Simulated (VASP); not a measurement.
# MnO (Fm-3m) in VASP: further runs, part 3 of 3

VASP 6.6.1. The steps go on from the part before.

## (5) Single point, PBEsol+D4, collinear spin, ferromagnetic start

This run uses another cell than the first one, of 11.00 Å³/atom.

INCAR

```
PREC     = Accurate       # precision mode
ENCUT    = 520            # plane-wave cutoff, eV
EDIFF    = 1E-6           # SCF threshold, eV
ISMEAR   = -1             # smearing method
SIGMA    = 0.05           # smearing width, eV
LREAL    = False          # projectors in reciprocal space
LASPH    = True           # aspherical terms in the spheres
NELM     = 150            # most SCF steps
ALGO     = Normal         # electronic algorithm
ISIF     = 2              # what is computed and relaxed
LWAVE    = False          # write WAVECAR
LCHARG   = True           # write CHGCAR
ISPIN    = 2              # spin polarisation
MAGMOM   = 4 0            # initial moments
LORBIT   = 11             # projections on sites
LMAXMIX  = 4              # l up to which the mixer works
GGA      = PS             # functional
IVDW     = 13             # dispersion correction
LELF     = True           # ELF
LVHAR    = True         
NBANDS   = 20             # bands
```

KPOINTS

```
Automatic mesh
0
Gamma
  10 10 10
```

POSCAR

```
MnO
1.0
    0.0000000000      2.2239077028      2.2239077028
    2.2239077028      0.0000000000      2.2239077028
    2.2239077028      2.2239077028      0.0000000000
Mn O
1 1
Direct
    0.0000000000      0.0000000000      0.0000000000
    0.5000000000      0.5000000000      0.5000000000
```

Potentials or basis: VASP PAW PBE potentials, release 64 (Mn_pv, O).

Command:

```bash
$ cat potpaw_PBE.64/Mn_pv/POTCAR potpaw_PBE.64/O/POTCAR > POTCAR
$ mpirun -np 1 vasp_std > vasp.out
```

OUTCAR:

```text
PREC = Accurate
   ENCUT = 520
   EDIFF = 1E-6
   ISMEAR = -1
   LREAL = False
   LASPH = True
   NELM = 150
   ISIF = 2
   ISPIN = 2
   LORBIT = 11
   GGA = PS
   IVDW = 13

 ion  position               nearest neighbor table
   1  0.000  0.000  0.000-   2 2.22   2 2.22   2 2.22   2 2.22   2 2.22   2 2.22
   2  0.500  0.500  0.500-   1 2.22   1 2.22   1 2.22   1 2.22   1 2.22   1 2.22

  LATTYP: Found a face centered cubic cell.
 ALAT       =     4.4478154056

  Lattice vectors:

 A1 = (   0.0000000000,   2.2239077028,   2.2239077028)
 A2 = (   2.2239077028,   0.0000000000,   2.2239077028)
 A3 = (   2.2239077028,   2.2239077028,   0.0000000000)

Analysis of symmetry for initial positions (statically):
=====================================================================
 Subroutine PRICEL returns:
 Original cell was already a primitive cell.

 Routine SETGRP: Setting up the symmetry group for a
 face centered cubic supercell.

[... 750 lines left out ...]
      5       4.0365      1.00000
      6       4.0365      1.00000
[... 541 lines left out ...]
     19      33.0347      0.00000
     20      34.7387      0.00000

 [... further k-points ...]

------------------------ aborting loop because EDIFF is reached ----------------------------------------

  DFT-D4 for vdW energy calculation

  Edisp (eV):   -0.36861

  FORCE on cell =-STRESS in cart. coord.  units (eV):
  Direction    XX          YY          ZZ          XY          YZ          ZX
  --------------------------------------------------------------------------------------
  -------------------------------------------------------------------------------------
  Total      -1.22276    -1.22276    -1.22276    -0.00000     0.00000     0.00000
  in kB     -89.05764   -89.05764   -89.05764    -0.00000     0.00000     0.00000
  external pressure =      -89.06 kB  Pullay stress =        0.00 kB

 VOLUME and BASIS-vectors are now :
 -----------------------------------------------------------------------------
  energy-cutoff  :      520.00
  volume of cell :       22.00
      direct lattice vectors                 reciprocal lattice vectors
     0.000000000  2.223907703  2.223907703    -0.224829474  0.224829474  0.224829474
     2.223907703  0.000000000  2.223907703     0.224829474 -0.224829474  0.224829474
     2.223907703  2.223907703  0.000000000     0.224829474  0.224829474 -0.224829474

 POSITION                                       TOTAL-FORCE (eV/Angst)
 -----------------------------------------------------------------------------------
      0.00000      0.00000      0.00000        -0.000000     -0.000000      0.000000
      2.22391      2.22391      2.22391         0.000000      0.000000     -0.000000
 -----------------------------------------------------------------------------------
    total drift:                                0.000000     -0.000000     -0.000000

  FREE ENERGIE OF THE ION-ELECTRON SYSTEM (eV)
  ---------------------------------------------------
  free  energy   TOTEN  =       -17.5851894370 eV

  energy  without entropy=      -17.5764585958  energy(sigma->0) =      -17.58082402

 total charge

# of ion       s       p       d       tot
------------------------------------------
    1        0.206   6.180   4.972  11.357
    2        1.556   3.391   0.000   4.948
--------------------------------------------------
tot          1.762   9.571   4.972  16.304

 magnetization (x)

# of ion       s       p       d       tot
------------------------------------------
    1        0.033   0.026   4.259   4.319
    2        0.030   0.170   0.000   0.199
--------------------------------------------------
tot          0.063   0.196   4.259   4.518
```

stdout:

```text
POSCAR found type information on POSCAR MnO
 POSCAR found :  2 types and       2 ions
 scaLAPACK will be used
 -----------------------------------------------------------------------------
|                                                                             |
|                                                                             |
|     You enforced a specific xc type in the INCAR file but a different       |
|     I HOPE YOU KNOW WHAT YOU ARE DOING!                                     |
|                                                                             |
 -----------------------------------------------------------------------------

 LDA part: xc-table for (Slater+PW92), standard interpolation
 POSCAR, INCAR and KPOINTS ok, starting setup
 FFT: planning ... GRIDC
 FFT: planning ... GRID_SOFT
 FFT: planning ... GRID
 WAVECAR not read
 entering main loop
```

It took 51 s on 1 thread of Intel Xeon 8259CL, shared host; peak memory 0.17 GiB.

Results:

| Item | Value |
| --- | --- |
| Free energy | -17.5852 eV |
| Pressure | -8.9 GPa |
| Net moment | 4.77 μB per cell |
| Site moments | Mn +4.32; O +0.20 μB |
| Valence electrons inside the program's atomic spheres | Mn 11.36; O 4.95 |
| Dispersion energy per atom | -0.184 eV |

Caveat: the cell stands under tension; the PAW data sets were made with another functional, which shifts forces and pressure a little; a cell with one magnetic atom can't hold antiferromagnetic order, which such compounds often take; semilocal functionals often make such compounds metallic where correlation or magnetic order opens a gap, which also shifts bond lengths.

## (6) Summary

```csv
level,potentials or basis,cell,gap on the mesh (eV),pressure (GPa),moment (μB)
revPBE,"VASP PAW PBE potentials, release 64 (Mn_pv, O)","a = 3.124 Å, angles 60.0°, 2 atoms",none,7.4,4.79
LDA,"VASP PAW LDA potentials, release 64 (Mn_pv, O)","a = 3.124 Å, angles 60.0°, 2 atoms",none,-16.6,4.44
PBE+D3(BJ),"VASP PAW PBE potentials, release 64 (Mn_pv, O)","a = 3.149 Å, angles 60.0°, 2 atoms",none,0.2,4.80
PBEsol+D4,"VASP PAW PBE potentials, release 64 (Mn_pv, O)","a = 3.145 Å, angles 60.0°, 2 atoms",none,-8.9,4.77
```

Alike in all rows: task single point; spin collinear, ferromagnetic start; k mesh 10 × 10 × 10; cutoff (eV) 520; smearing fermi-dirac 0.05 eV.

Caveats: a cell with one magnetic atom can't hold antiferromagnetic order, which such compounds often take; semilocal functionals often make such compounds metallic where correlation or magnetic order opens a gap, which also shifts bond lengths; the PAW data sets were made with another functional, which shifts forces and pressure a little (at least some runs); the cell stands under tension (at least some runs); the cell stands under pressure (at least some runs).

Absolute energies hang on the potentials; compare differences alone.
